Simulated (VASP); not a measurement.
# CdS (Cm) in VASP: further runs

CdS is run at these levels: PBE; tasks: single point.

All numbers are computed with VASP 6.6.1; they aren't measurements. Logs are shortened: lines on timing, memory, paths and dates and some standing lists are left out, and cuts for length are marked.

## 1. The cell of the first run

It takes space group Cm (No. 8, monoclinic). The conventional cell has a = 7.128 Å, b = 4.115 Å, c = 4.115 Å, α = 90.00°, β = 125.26°, γ = 90.00°. Within 3.2 Å of Cd (site symmetry m) lie 4 S at 2.46 to 2.58 Å. S (site symmetry m) has 4 Cd at 2.46 to 2.58 Å within 3.2 Å.

## 2. Single point, PBE

File INCAR:

```
PREC     = Accurate       # precision mode
ENCUT    = 520            # plane-wave cutoff, eV
EDIFF    = 1E-7           # SCF threshold, eV
ISMEAR   = 0              # smearing method
SIGMA    = 0.05           # smearing width, eV
LREAL    = F              # projectors in reciprocal space
LASPH    = T              # aspherical terms in the spheres
NELM     = 80             # most SCF steps
ALGO     = Normal         # electronic algorithm
ISIF     = 2              # what is computed and relaxed
LWAVE    = F              # write WAVECAR
LCHARG   = F              # write CHGCAR
GGA      = PE             # functional
NBANDS   = 16             # bands
```

File KPOINTS:

```
regular mesh
0
Gamma
  8 8 8
```

File POSCAR:

```
CdS
1.0
    0.0000000000      2.9100000000      2.9100000000
    2.9100000000      0.0000000000      2.9100000000
    2.9100000000      2.9100000000      0.0000000000
Cd S
1 1
Direct
    0.0000000000      0.0000000000      0.0000000000
    0.7317755984      0.7500000000      0.7500000000
```

Potentials or basis: VASP PAW PBE potentials, release 64 (Cd, S).

Started as:

```
$ cat potpaw_PBE.64/Cd/POTCAR potpaw_PBE.64/S/POTCAR > POTCAR
$ mpirun -np 1 vasp_std > vasp.out
```

OUTCAR:

```text
PREC = Accurate
   ENCUT = 520
   EDIFF = 1E-7
   ISMEAR = 0
   LREAL = F
   LASPH = T
   NELM = 80
   ISIF = 2
   GGA = PE

 ion  position               nearest neighbor table
   1  0.000  0.000  0.000-   2 2.46   2 2.52   2 2.52   2 2.58
   2  0.732  0.750  0.750-   1 2.46   1 2.52   1 2.52   1 2.58

  LATTYP: Found a face centered cubic cell.
 ALAT       =     5.8200000000

  Lattice vectors:

 A1 = (   0.0000000000,   2.9100000000,   2.9100000000)
 A2 = (   2.9100000000,   0.0000000000,   2.9100000000)
 A3 = (   2.9100000000,   2.9100000000,   0.0000000000)

Analysis of symmetry for initial positions (statically):
=====================================================================
 Subroutine PRICEL returns:
 Original cell was already a primitive cell.

 Routine SETGRP: Setting up the symmetry group for a
 face centered cubic supercell.

 Subroutine GETGRP returns: Found  2 space group operations
 (whereof  2 operations were pure point group operations)
 out of a pool of 48 trial point group operations.

The static configuration has the point symmetry C_1h.

Analysis of symmetry for dynamics (positions and initial velocities):
=====================================================================
 Subroutine PRICEL returns:
 Original cell was already a primitive cell.

 Routine SETGRP: Setting up the symmetry group for a
 face centered cubic supercell.

 Subroutine GETGRP returns: Found  2 space group operations
 (whereof  2 operations were pure point group operations)
 out of a pool of 48 trial point group operations.

The dynamic configuration has the point symmetry C_1h.

 Subroutine INISYM returns: Found  2 space group operations
 (whereof  2 operations are pure point group operations),
 and found     1 'primitive' translations

----------------------------------------------------------------------------------------

                                     Primitive cell

  volume of cell :      49.2843

  direct lattice vectors                    reciprocal lattice vectors
     0.000000000  2.910000000  2.910000000    -0.171821306  0.171821306  0.171821306
     2.910000000  0.000000000  2.910000000     0.171821306 -0.171821306  0.171821306
     2.910000000  2.910000000  0.000000000     0.171821306  0.171821306 -0.171821306

  length of vectors
     4.115361467  4.115361467  4.115361467     0.297603232  0.297603232  0.297603232

  position of ions in fractional coordinates (direct lattice)
     0.000000000  0.000000000  0.000000000
     0.731775598  0.750000000  0.750000000

  ion indices of the primitive-cell ions
   primitive index   ion index
                 1           1
                 2           2

----------------------------------------------------------------------------------------

 KPOINTS: regular mesh

Automatic generation of k-mesh.
 Grid dimensions read from file:
 generate k-points for:    8    8    8

 Generating k-lattice:

  Cartesian coordinates                     Fractional coordinates (reciprocal lattice)
    -0.021477663  0.021477663  0.021477663     0.125000000  0.000000000  0.000000000
     0.021477663 -0.021477663  0.021477663     0.000000000  0.125000000  0.000000000
     0.021477663  0.021477663 -0.021477663     0.000000000  0.000000000  0.125000000

  Length of vectors
     0.037200404  0.037200404  0.037200404

  Shift w.r.t. Gamma in fractional coordinates (k-lattice)
     0.000000000  0.000000000  0.000000000

 Subroutine IBZKPT returns following result:
 ===========================================

 Found    150 irreducible k-points:

 Following reciprocal coordinates:
            Coordinates               Weight
  0.000000  0.000000  0.000000      1.000000
  0.125000  0.000000  0.000000      2.000000
  0.000000  0.125000  0.000000      4.000000
  0.125000  0.125000  0.125000      2.000000
  0.250000  0.000000  0.000000      2.000000
  0.000000  0.250000  0.000000      4.000000
[... 16 lines left out ...]
  0.375000  0.125000  0.000000      4.000000
  0.000000  0.375000  0.125000      4.000000
 [... further k-points ...]
   k-points           NKPTS =    150   k-points in BZ     NKDIM =    150   number of bands    NBANDS=     16
   number of dos      NEDOS =    301   number of ions     NIONS =      2
   total plane-waves  NPLWV =  32768
   dimension x,y,z NGX =    32 NGY =   32 NGZ =   32
   dimension x,y,z NGXF=    64 NGYF=   64 NGZF=   64
   ions per type =               1   1
   NGX,Y,Z   is equivalent  to a cutoff of  12.93, 12.93, 12.93 a.u.
   NGXF,Y,Z  is equivalent  to a cutoff of  25.85, 25.85, 25.85 a.u.
 SYSTEM =  unknown system
   PREC   = accura    normal or accurate (medium, high low for compatibility)
   ISTART =      0    job   : 0-new  1-cont  2-samecut
   ICHARG =      2    charge: 1-file 2-atom 10-const
   ISPIN  =      1    spin polarized calculation?
   LNONCOLLINEAR =      F non collinear calculations
   LSORBIT =      F    spin-orbit coupling
   LASPH  =      T    aspherical Exc in radial PAW
   ENCUT  =  520.0 eV  38.22 Ry    6.18 a.u.   7.65  7.65  7.65*2*pi/ulx,y,z
   NELM   =     80;   NELMIN=  2; NELMDL= -5     # of ELM steps
   EDIFF  = 0.1E-06   stopping-criterion for ELM
   LREAL  =      F    real-space projection
   EDIFFG = 0.1E-05   stopping-criterion for IOM
   NSW    =      0    number of steps for IOM
   IBRION =     -1    ionic relax: 0-MD 1-quasi-New 2-CG
   NFREE  =      0    steps in history (QN), initial steepest desc. (CG)
   ISIF   =      2    stress and relaxation
   ISYM   =      2    0-nonsym 1-usesym 2-fastsym
   POTIM  = 0.5000    time-step for ionic-motion
   TEBEG  =    0.0;   TEEND  =   0.0 temperature during run
   PSTRESS=    0.0 pullay stress
   NELECT =      18.0000    total number of electrons
   NUPDOWN=      -1.0000    fix difference up-down
   EMIN   =  10.00;   EMAX   =-10.00  energy-range for DOS
   EFERMI =   0.00;   METHOD = LEGACY
   ISMEAR =     0;   SIGMA  =   0.05  broadening in eV -4-tet -1-fermi 0-gaus
   EFERMI_NEDOS =   21; number of points for ismear=-14 and -15
   IALGO  =     38    algorithm
   IMIX   =      4    mixing-type and parameters
     AMIX     =   0.40;   BMIX     =  1.00
     AMIX_MAG =   1.60;   BMIX_MAG =  1.00
  volume/ion in A,a.u.               =      24.64       166.29
  Fermi-wavevector in a.u.,A,eV,Ry     =   1.170207  2.211371 18.631605  1.369384
  Thomas-Fermi vector in A             =   2.306669
   LORBIT       =      0    0 simple, 1 ext, 2 COOP (PROOUT), +10 PAW based schemes
   GGA     = PE    functional components
   LHFCALC =     F    Hartree Fock is set to
   AEXX    =    0.0000 exact exchange contribution
   IVDW    =     0    specifies the selected vdW correction
   LEPSILON=     F    determine dielectric tensor
   LRPA    =     F    only Hartree local field effects (RPA)
 non-spin polarized calculation
 Gauss-broadening in eV      SIGMA  =   0.05
  energy-cutoff  :      520.00
  volume of cell :       49.28
 maximum number of plane-waves:      1363
   NGX = 15   NGY = 15   NGZ = 15

 number of electron      18.0000004 magnetization

 Free energy of the ion-electron system (eV)
  ---------------------------------------------------
  ext. energy  EPLUGINS =         0.00000000
  ---------------------------------------------------
  free energy    TOTEN  =        -6.09894494 eV

  energy without entropy =       -6.09894494  energy(sigma->0) =       -6.09894494

 E-fermi :   1.6469     XC(G=0):  -9.1810

 val. band max:        1.3855425986   @ k =   0.0000   0.0000   0.0000
 cond. band min:       2.5427438348   @ k =   0.0000   0.0000   0.0000
 fundamental gap:      1.1572012363
 Fermi energy:         1.6468715647

 k-point     1 :       0.0000    0.0000    0.0000
  band No.  band energies     occupation
      1     -11.0471      2.00000
      2      -6.4406      2.00000
      3      -6.3882      2.00000
      4      -6.3327      2.00000
      5      -5.8986      2.00000
      6      -5.8975      2.00000
[... 8 lines left out ...]
     15      12.8463      0.00000
     16      12.8591      0.00000

 k-point     2 :       0.1250    0.0000    0.0000
  band No.  band energies     occupation
      1     -10.9820      2.00000
      2      -6.3894      2.00000
      3      -6.3599      2.00000
      4      -6.3057      2.00000
      5      -5.9008      2.00000
      6      -5.9004      2.00000
[... 8 lines left out ...]
     15      12.2401      0.00000
     16      13.3996      0.00000

 k-point     3 :       0.0000    0.1250    0.0000
  band No.  band energies     occupation
      1     -10.9840      2.00000
      2      -6.4135      2.00000
      3      -6.3483      2.00000
      4      -6.3004      2.00000
      5      -5.8999      2.00000
      6      -5.8980      2.00000
[... 8 lines left out ...]
     15      12.2600      0.00000
     16      13.4058      0.00000

 k-point     4 :       0.1250    0.1250    0.1250
  band No.  band energies     occupation
      1     -10.9861      2.00000
      2      -6.4190      2.00000
      3      -6.3702      2.00000
      4      -6.2791      2.00000
      5      -5.8988      2.00000
      6      -5.8967      2.00000
[... 8 lines left out ...]
     15      12.2746      0.00000
     16      13.4173      0.00000

 k-point     5 :       0.2500    0.0000    0.0000
  band No.  band energies     occupation
      1     -10.8237      2.00000
      2      -6.2967      2.00000
      3      -6.2696      2.00000
      4      -6.1772      2.00000
      5      -5.8997      2.00000
      6      -5.8968      2.00000
[... 8 lines left out ...]
     15      12.0158      0.00000
     16      12.7379      0.00000

 k-point     6 :       0.0000    0.2500    0.0000
  band No.  band energies     occupation
      1     -10.8309      2.00000
      2      -6.3520      2.00000
      3      -6.2893      2.00000
      4      -6.1293      2.00000
      5      -5.8967      2.00000
      6      -5.8892      2.00000
[... 8 lines left out ...]
     15      12.0608      0.00000
     16      12.7269      0.00000
[... 267 lines left out ...]
 k-point    21 :       0.1250   -0.1250   -0.1250
  band No.  band energies     occupation
      1     -10.8350      2.00000
      2      -6.2761      2.00000
      3      -6.2743      2.00000
      4      -6.2332      2.00000
      5      -5.9228      2.00000
      6      -5.8765      2.00000
[... 8 lines left out ...]
     15      12.7946      0.00000
     16      14.1190      0.00000

 k-point    22 :       0.1250    0.2500    0.2500
  band No.  band energies     occupation
      1     -10.8449      2.00000
      2      -6.3699      2.00000
      3      -6.3017      2.00000
      4      -6.1571      2.00000
      5      -5.9104      2.00000
      6      -5.8679      2.00000
[... 8 lines left out ...]
     15      12.8732      0.00000
     16      14.1110      0.00000

 k-point    23 :       0.3750    0.1250    0.0000
  band No.  band energies     occupation
      1     -10.6794      2.00000
      2      -6.2511      2.00000
      3      -6.1986      2.00000
      4      -6.0002      2.00000
      5      -5.8629      2.00000
      6      -5.8284      2.00000
[... 8 lines left out ...]
     15      13.3787      0.00000
     16      13.5848      0.00000

 k-point    24 :       0.0000    0.3750    0.1250
  band No.  band energies     occupation
      1     -10.6874      2.00000
      2      -6.2861      2.00000
      3      -6.2398      2.00000
      4      -5.9776      2.00000
      5      -5.8624      2.00000
      6      -5.8025      2.00000
[... 8 lines left out ...]
     15      13.3724      0.00000
     16      13.5723      0.00000

 [... further k-points ...]
[... 5 lines left out ...]
  --------------------------------------------------------------------------------------
  -------------------------------------------------------------------------------------
  Total        1.1926234      1.1624186      1.1624186     -0.4008769      0.0586366     -0.4008769
  in kB       38.7708157     37.7888917     37.7888917    -13.0320476      1.9062089    -13.0320480
  external PRESSURE =      38.1161997 kB  Pullay stress =       0.0000000 kB

 VOLUME and BASIS-vectors are now :
 -----------------------------------------------------------------------------
  energy-cutoff  :      520.00
  volume of cell :       49.28
      direct lattice vectors                 reciprocal lattice vectors
     0.000000000  2.910000000  2.910000000    -0.171821306  0.171821306  0.171821306
     2.910000000  0.000000000  2.910000000     0.171821306 -0.171821306  0.171821306
     2.910000000  2.910000000  0.000000000     0.171821306  0.171821306 -0.171821306

 POSITION                                       TOTAL-FORCE (eV/Angst)
 -----------------------------------------------------------------------------------
      0.00000      0.00000      0.00000         0.059453     -0.287422     -0.287422
      4.36500      4.31197      4.31197        -0.059453      0.287422      0.287422
 -----------------------------------------------------------------------------------
    total drift:                               -0.000002     -0.000070     -0.000070

  FREE ENERGIE OF THE ION-ELECTRON SYSTEM (eV)
  ---------------------------------------------------
  free  energy   TOTEN  =        -6.0989449362 eV

  energy  without entropy=       -6.0989449362  energy(sigma->0) =       -6.09894494
```

It took 42 s on 1 thread of Intel Xeon 6975P-C (Granite Rapids), shared host; peak memory 0.25 GiB.

Results:

- Free energy: -6.0989 eV
- Pressure: 3.8 GPa
- Largest force: 0.411 eV/Å
- Band gap on the k mesh: 1.16 eV, direct

Forces on the atoms (eV/Å):
```
Cd   0.059 -0.287 -0.287
S   -0.059  0.287  0.287
```

Levels at points of the mesh, in eV from the valence-band top:
```csv
k point,band 5,band 6,band 7,band 8,band 9,band 10,band 11,band 12,band 13,band 14
"(0.00, 0.00, 0.00)",-7.28,-7.28,-0.04,-0.01,0.00,1.16,6.52,6.53,6.57,11.45
"(0.50, 0.00, 0.00)",-7.25,-6.92,-4.58,-0.88,-0.76,3.10,6.95,7.17,7.54,11.05
"(0.00, 0.50, 0.00)",-7.24,-6.89,-4.45,-0.87,-0.68,3.02,6.81,7.20,7.48,11.08
"(0.50, 0.50, 0.50)",-7.24,-6.88,-4.33,-0.78,-0.67,2.93,6.83,7.05,7.43,11.13
"(0.50, 0.50, 0.00)",-7.20,-6.83,-3.99,-1.92,-1.90,3.51,4.35,9.24,10.74,10.89
"(0.00, 0.50, 0.50)",-7.19,-6.83,-4.00,-1.92,-1.90,3.52,4.34,9.25,10.80,10.83
```

Caveat: the cell differs from its parent crystal (all S atoms moved +0.075 Å, as atom 2 towards its neighbour atom 2 (S) at 4.115 Å).

[end of part 1 of 2]
